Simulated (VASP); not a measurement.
# HfN (Fm-3m) in VASP: further runs

HfN is run at these levels: PBE; tasks: single point.

Everything below comes from runs of VASP 6.6.1. Logs are shortened: lines on timing, memory, paths and dates and some standing lists are left out, and cuts for length are marked.

## (1) The cell of the first run

The structure is cubic, space group Fm-3m (No. 225). Conventional cell: a = 4.512 Å, b = 4.512 Å, c = 4.512 Å, α = 90.00°, β = 90.00°, γ = 90.00°. Hf (site symmetry m-3m) has 6 N at 2.26 Å within 3.0 Å. Within 3.0 Å of N (site symmetry m-3m) lie 6 Hf at 2.26 Å.

## (2) Single point, PBE

INCAR

```
PREC     = Accurate       # precision mode
ENCUT    = 600            # plane-wave cutoff, eV
EDIFF    = 1E-6           # SCF threshold, eV
ISMEAR   = 0              # smearing method
SIGMA    = 0.013000000000000001 # smearing width, eV
LREAL    = False          # projectors in reciprocal space
LASPH    = True           # aspherical terms in the spheres
NELM     = 120            # most SCF steps
ALGO     = Normal         # electronic algorithm
ISIF     = 2              # what is computed and relaxed
LWAVE    = False          # write WAVECAR
LCHARG   = False          # write CHGCAR
GGA      = PE             # functional
NBANDS   = 14             # bands
GGA_COMPAT= False
```

KPOINTS

```
regular mesh
0
Gamma
  10 10 10
```

POSCAR

```
HfN
1.0
    0.0000000000      2.2560000000      2.2560000000
    2.2560000000      0.0000000000      2.2560000000
    2.2560000000      2.2560000000      0.0000000000
Hf N
1 1
Direct
    0.0000000000      0.0000000000      0.0000000000
    0.5000000000      0.5000000000      0.5000000000
```

Potentials or basis: VASP PAW PBE potentials, release 64 (Hf_pv, N).

Launch:

```sh
$ cat potpaw_PBE.64/Hf_pv/POTCAR potpaw_PBE.64/N/POTCAR > POTCAR
$ mpirun -np 1 vasp_std > vasp.out
```

OUTCAR:

```text
PREC = Accurate
   ENCUT = 600
   EDIFF = 1E-6
   ISMEAR = 0
   LREAL = False
   LASPH = True
   NELM = 120
   ISIF = 2
   GGA = PE

 ion  position               nearest neighbor table
   1  0.000  0.000  0.000-   2 2.26   2 2.26   2 2.26   2 2.26   2 2.26   2 2.26
   2  0.500  0.500  0.500-   1 2.26   1 2.26   1 2.26   1 2.26   1 2.26   1 2.26

  LATTYP: Found a face centered cubic cell.
 ALAT       =     4.5120000000

  Lattice vectors:

 A1 = (   0.0000000000,   2.2560000000,   2.2560000000)
 A2 = (   2.2560000000,   0.0000000000,   2.2560000000)
 A3 = (   2.2560000000,   2.2560000000,   0.0000000000)

Analysis of symmetry for initial positions (statically):
=====================================================================
 Subroutine PRICEL returns:
 Original cell was already a primitive cell.

 Routine SETGRP: Setting up the symmetry group for a
 face centered cubic supercell.

 Subroutine GETGRP returns: Found 48 space group operations
 (whereof 48 operations were pure point group operations)
 out of a pool of 48 trial point group operations.

The static configuration has the point symmetry O_h .

Analysis of symmetry for dynamics (positions and initial velocities):
=====================================================================
 Subroutine PRICEL returns:
 Original cell was already a primitive cell.

 Routine SETGRP: Setting up the symmetry group for a
 face centered cubic supercell.

 Subroutine GETGRP returns: Found 48 space group operations
 (whereof 48 operations were pure point group operations)
 out of a pool of 48 trial point group operations.

The dynamic configuration has the point symmetry O_h .

 Subroutine INISYM returns: Found 48 space group operations
 (whereof 48 operations are pure point group operations),
 and found     1 'primitive' translations

----------------------------------------------------------------------------------------

                                     Primitive cell

  volume of cell :      22.9640

  direct lattice vectors                    reciprocal lattice vectors
     0.000000000  2.256000000  2.256000000    -0.221631206  0.221631206  0.221631206
     2.256000000  0.000000000  2.256000000     0.221631206 -0.221631206  0.221631206
     2.256000000  2.256000000  0.000000000     0.221631206  0.221631206 -0.221631206

  length of vectors
     3.190465797  3.190465797  3.190465797     0.383876509  0.383876509  0.383876509

  position of ions in fractional coordinates (direct lattice)
     0.000000000  0.000000000  0.000000000
     0.500000000  0.500000000  0.500000000

  ion indices of the primitive-cell ions
   primitive index   ion index
                 1           1
                 2           2

----------------------------------------------------------------------------------------

 KPOINTS: regular mesh

Automatic generation of k-mesh.
 Grid dimensions read from file:
 generate k-points for:   10   10   10

 Generating k-lattice:

  Cartesian coordinates                     Fractional coordinates (reciprocal lattice)
    -0.022163121  0.022163121  0.022163121     0.100000000  0.000000000  0.000000000
     0.022163121 -0.022163121  0.022163121     0.000000000  0.100000000  0.000000000
     0.022163121  0.022163121 -0.022163121     0.000000000  0.000000000  0.100000000

  Length of vectors
     0.038387651  0.038387651  0.038387651

  Shift w.r.t. Gamma in fractional coordinates (k-lattice)
     0.000000000  0.000000000  0.000000000

 Subroutine IBZKPT returns following result:
 ===========================================

 Found     47 irreducible k-points:

 Following reciprocal coordinates:
            Coordinates               Weight
  0.000000  0.000000  0.000000      1.000000
  0.100000  0.000000  0.000000      8.000000
  0.200000  0.000000  0.000000      8.000000
  0.300000  0.000000  0.000000      8.000000
  0.400000  0.000000  0.000000      8.000000
  0.500000  0.000000  0.000000      4.000000
[... 16 lines left out ...]
  0.300000  0.300000  0.000000      6.000000
  0.400000  0.300000  0.000000     24.000000
 [... further k-points ...]
   k-points           NKPTS =     47   k-points in BZ     NKDIM =     47   number of bands    NBANDS=     14
   number of dos      NEDOS =    301   number of ions     NIONS =      2
   total plane-waves  NPLWV =  21952
   dimension x,y,z NGX =    28 NGY =   28 NGZ =   28
   dimension x,y,z NGXF=    56 NGYF=   56 NGZF=   56
   ions per type =               1   1
   NGX,Y,Z   is equivalent  to a cutoff of  14.59, 14.59, 14.59 a.u.
   NGXF,Y,Z  is equivalent  to a cutoff of  29.18, 29.18, 29.18 a.u.
 SYSTEM =  unknown system
   PREC   = accura    normal or accurate (medium, high low for compatibility)
   ISTART =      0    job   : 0-new  1-cont  2-samecut
   ICHARG =      2    charge: 1-file 2-atom 10-const
   ISPIN  =      1    spin polarized calculation?
   LNONCOLLINEAR =      F non collinear calculations
   LSORBIT =      F    spin-orbit coupling
   LASPH  =      T    aspherical Exc in radial PAW
   ENCUT  =  600.0 eV  44.10 Ry    6.64 a.u.   6.37  6.37  6.37*2*pi/ulx,y,z
   NELM   =    120;   NELMIN=  2; NELMDL= -5     # of ELM steps
   EDIFF  = 0.1E-05   stopping-criterion for ELM
   LREAL  =      F    real-space projection
   EDIFFG = 0.1E-04   stopping-criterion for IOM
   NSW    =      0    number of steps for IOM
   IBRION =     -1    ionic relax: 0-MD 1-quasi-New 2-CG
   NFREE  =      0    steps in history (QN), initial steepest desc. (CG)
   ISIF   =      2    stress and relaxation
   ISYM   =      2    0-nonsym 1-usesym 2-fastsym
   POTIM  = 0.5000    time-step for ionic-motion
   TEBEG  =    0.0;   TEEND  =   0.0 temperature during run
   PSTRESS=    0.0 pullay stress
   NELECT =      15.0000    total number of electrons
   NUPDOWN=      -1.0000    fix difference up-down
   EMIN   =  10.00;   EMAX   =-10.00  energy-range for DOS
   EFERMI =   0.00;   METHOD = LEGACY
   ISMEAR =     0;   SIGMA  =   0.01  broadening in eV -4-tet -1-fermi 0-gaus
   EFERMI_NEDOS =   21; number of points for ismear=-14 and -15
   IALGO  =     38    algorithm
   IMIX   =      4    mixing-type and parameters
     AMIX     =   0.40;   BMIX     =  1.00
     AMIX_MAG =   1.60;   BMIX_MAG =  1.00
  volume/ion in A,a.u.               =      11.48        77.48
  Fermi-wavevector in a.u.,A,eV,Ry     =   1.420440  2.684242 27.451783  2.017649
  Thomas-Fermi vector in A             =   2.541355
   LORBIT       =      0    0 simple, 1 ext, 2 COOP (PROOUT), +10 PAW based schemes
   GGA     = PE    functional components
   LHFCALC =     F    Hartree Fock is set to
   AEXX    =    0.0000 exact exchange contribution
   IVDW    =     0    specifies the selected vdW correction
   LEPSILON=     F    determine dielectric tensor
   LRPA    =     F    only Hartree local field effects (RPA)
 non-spin polarized calculation
 Gauss-broadening in eV      SIGMA  =   0.01
  energy-cutoff  :      600.00
  volume of cell :       22.96
 maximum number of plane-waves:       785
 NGX is ok and might be reduce to    28
   NGX = 13   NGY = 13   NGZ = 13

 number of electron      15.0000002 magnetization

 Free energy of the ion-electron system (eV)
  ---------------------------------------------------
  ext. energy  EPLUGINS =         0.00000000
  ---------------------------------------------------
  free energy    TOTEN  =       -21.74722395 eV

  energy without entropy =      -21.74716882  energy(sigma->0) =      -21.74719638

 E-fermi :   8.4617     XC(G=0): -12.7533

 val. band max:        8.4152361410   @ k =  -0.4000   0.3000   0.0000
 cond. band min:       8.4706037578   @ k =  -0.1000   0.1000   0.0000
 fundamental gap:      0.0553676169
 Fermi energy:         8.4617108537

 k-point     1 :       0.0000    0.0000    0.0000
  band No.  band energies     occupation
      1     -22.7097      2.00000
      2     -22.7097      2.00000
      3     -22.7097      2.00000
      4      -9.1194      2.00000
      5       5.3806      2.00000
      6       5.3806      2.00000
      7       5.3806      2.00000
      8       8.0745      2.00000
      9       8.0745      2.00000
     10       8.0745      2.00000
     11      10.2531      0.00000
     12      10.4022      0.00000
     13      10.4022      0.00000
     14      17.9965      0.00000

 k-point     2 :       0.1000    0.0000    0.0000
  band No.  band energies     occupation
      1     -22.8117      2.00000
      2     -22.7181      2.00000
      3     -22.7181      2.00000
      4      -8.8898      2.00000
      5       4.4603      2.00000
      6       4.8375      2.00000
      7       4.8375      2.00000
      8       8.2999      2.00000
      9       8.4015      2.00000
     10       8.4015      2.00000
     11      10.9541      0.00000
     12      11.1412      0.00000
     13      11.1412      0.00000
     14      18.7659      0.00000

 k-point     3 :       0.2000    0.0000    0.0000
  band No.  band energies     occupation
      1     -23.0683      2.00000
      2     -22.7402      2.00000
      3     -22.7402      2.00000
      4      -8.2729      2.00000
      5       2.7873      2.00000
      6       3.8428      2.00000
      7       3.8428      2.00000
      8       8.6843      0.00000
      9       9.2191      0.00000
     10       9.2191      0.00000
     11      12.4045      0.00000
     12      12.8123      0.00000
     13      12.8123      0.00000
     14      20.5944      0.00000
[... 324 lines left out ...]
 k-point    23 :       0.3000    0.3000    0.0000
  band No.  band energies     occupation
      1     -23.2824      2.00000
      2     -22.9151      2.00000
      3     -22.9151      2.00000
      4      -7.8290      2.00000
      5       1.5859      2.00000
      6       4.5383      2.00000
      7       4.5383      2.00000
      8       5.4986      2.00000
      9      11.6914      0.00000
     10      12.2028      0.00000
     11      12.5354      0.00000
     12      12.5354      0.00000
     13      17.4478      0.00000
     14      20.6482      0.00000

 k-point    24 :       0.4000    0.3000    0.0000
  band No.  band energies     occupation
      1     -23.3923      2.00000
      2     -22.9768      2.00000
      3     -22.9474      2.00000
      4      -7.7193      2.00000
      5       1.8026      2.00000
      6       3.7942      2.00000
      7       4.2781      2.00000
      8       5.9383      2.00000
      9      12.5285      0.00000
     10      13.0212      0.00000
     11      13.1934      0.00000
     12      13.2679      0.00000
     13      17.6127      0.00000
     14      19.8103      0.00000

 [... further k-points ...]
[... 5 lines left out ...]
  --------------------------------------------------------------------------------------
  -------------------------------------------------------------------------------------
  Total        0.5859656      0.5859656      0.5859656      0.0000000     -0.0000000     -0.0000000
  in kB       40.8823063     40.8823063     40.8823063      0.0000000     -0.0000000     -0.0000000
  external PRESSURE =      40.8823063 kB  Pullay stress =       0.0000000 kB

 VOLUME and BASIS-vectors are now :
 -----------------------------------------------------------------------------
  energy-cutoff  :      600.00
  volume of cell :       22.96
      direct lattice vectors                 reciprocal lattice vectors
     0.000000000  2.256000000  2.256000000    -0.221631206  0.221631206  0.221631206
     2.256000000  0.000000000  2.256000000     0.221631206 -0.221631206  0.221631206
     2.256000000  2.256000000  0.000000000     0.221631206  0.221631206 -0.221631206

 POSITION                                       TOTAL-FORCE (eV/Angst)
 -----------------------------------------------------------------------------------
      0.00000      0.00000      0.00000         0.000000      0.000000      0.000000
      2.25600      2.25600      2.25600        -0.000000     -0.000000     -0.000000
 -----------------------------------------------------------------------------------
    total drift:                                0.000000      0.000000      0.000000

  FREE ENERGIE OF THE ION-ELECTRON SYSTEM (eV)
  ---------------------------------------------------
  free  energy   TOTEN  =       -21.7472239454 eV

  energy  without entropy=      -21.7471688232  energy(sigma->0) =      -21.74719638
```

Wall time 19 s (1 thread of Intel Xeon Platinum 8488C (Sapphire Rapids), shared host); peak memory 0.17 GiB.

What came out:

| Property | Result |
| --- | --- |
| Free energy | -21.7472 eV |
| Pressure | 4.1 GPa |

Caveat: spin-orbit coupling is left out, which moves the levels of the heavy elements.

## (3) Single point, PBE

INCAR

```
SYSTEM = HfN
ALGO = Normal
EDIFF = 1E-6
ENCUT = 600
GGA = PE
GGA_COMPAT = .FALSE.
ISIF = 2
ISMEAR = 0
LASPH = .TRUE.
LCHARG = .TRUE.
LELF = .TRUE.
LREAL = .FALSE.
LVHAR = .TRUE.
LWAVE = .FALSE.
NBANDS = 14
NELM = 120
PREC = Accurate
SIGMA = 0.014
```

KPOINTS

```
k-points
0
G
  10 10 10
  0 0 0
```

POSCAR is that of step 2.

Potentials or basis: VASP PAW PBE potentials, release 64 (Hf_pv, N).

Launch:

```sh
$ cat potpaw_PBE.64/Hf_pv/POTCAR potpaw_PBE.64/N/POTCAR > POTCAR
$ mpirun -np 1 vasp_std > vasp.out
```

OUTCAR:

```text
SYSTEM = HfN
   EDIFF = 1E-6
   ENCUT = 600
   GGA = PE
   ISIF = 2
   ISMEAR = 0
   LASPH = .TRUE.
   LREAL = .FALSE.
   NELM = 120
   PREC = Accurate

 ion  position               nearest neighbor table
   1  0.000  0.000  0.000-   2 2.26   2 2.26   2 2.26   2 2.26   2 2.26   2 2.26
   2  0.500  0.500  0.500-   1 2.26   1 2.26   1 2.26   1 2.26   1 2.26   1 2.26

  LATTYP: Found a face centered cubic cell.
 ALAT       =     4.5120000000

  Lattice vectors:

 A1 = (   0.0000000000,   2.2560000000,   2.2560000000)
 A2 = (   2.2560000000,   0.0000000000,   2.2560000000)
[... 586 lines left out ...]
     10      13.0212      0.00000
     11      13.1934      0.00000
     12      13.2679      0.00000
     13      17.6127      0.00000
     14      19.8103      0.00000

 [... further k-points ...]
[... 5 lines left out ...]
  --------------------------------------------------------------------------------------
  -------------------------------------------------------------------------------------
  Total        0.5859709      0.5859709      0.5859709      0.0000000      0.0000000      0.0000000
  in kB       40.8826805     40.8826805     40.8826805      0.0000000      0.0000000      0.0000000
  external PRESSURE =      40.8826805 kB  Pullay stress =       0.0000000 kB

 VOLUME and BASIS-vectors are now :
 -----------------------------------------------------------------------------
  energy-cutoff  :      600.00
  volume of cell :       22.96
      direct lattice vectors                 reciprocal lattice vectors
     0.000000000  2.256000000  2.256000000    -0.221631206  0.221631206  0.221631206
     2.256000000  0.000000000  2.256000000     0.221631206 -0.221631206  0.221631206
     2.256000000  2.256000000  0.000000000     0.221631206  0.221631206 -0.221631206

 POSITION                                       TOTAL-FORCE (eV/Angst)
 -----------------------------------------------------------------------------------
      0.00000      0.00000      0.00000        -0.000000      0.000000     -0.000000
      2.25600      2.25600      2.25600         0.000000     -0.000000      0.000000
 -----------------------------------------------------------------------------------
    total drift:                                0.000000      0.000000      0.000000

  FREE ENERGIE OF THE ION-ELECTRON SYSTEM (eV)
  ---------------------------------------------------
  free  energy   TOTEN  =       -21.7472281851 eV

  energy  without entropy=      -21.7471688177  energy(sigma->0) =      -21.74719850
```

stdout:

```text
POSCAR found type information on POSCAR HfN
 POSCAR found :  2 types and       2 ions
 scaLAPACK will be used
 LDA part: xc-table for (Slater+PW92), standard interpolation
 POSCAR, INCAR and KPOINTS ok, starting setup
 FFT: planning ... GRIDC
 FFT: planning ... GRID_SOFT
 FFT: planning ... GRID
 WAVECAR not read
 entering main loop
```

Run time: 18 s. Hardware: 1 thread of Intel Xeon Platinum 8488C (Sapphire Rapids), shared host; peak memory 0.17 GiB.

Results:

| Property | Result |
| --- | --- |
| Free energy | -21.7472 eV |
| Pressure | 4.1 GPa |

Levels at points of the mesh, in eV from the Fermi level:
| k point | band 5 | band 6 | band 7 | band 8 | band 9 | band 10 | band 11 | band 12 |
| --- | --- | --- | --- | --- | --- | --- | --- | --- |
| (0.00, 0.00, 0.00) | -3.08 | -3.08 | -3.08 | -0.39 | -0.39 | -0.39 | 1.79 | 1.94 |
| (0.50, 0.00, 0.00) | -8.95 | -6.25 | -6.25 | 3.25 | 3.69 | 3.69 | 4.41 | 8.84 |
| (0.50, 0.50, 0.00) | -5.46 | -3.86 | -3.74 | -3.74 | 4.08 | 5.52 | 5.52 | 5.60 |

Caveat: spin-orbit coupling is left out, which moves the levels of the heavy elements.
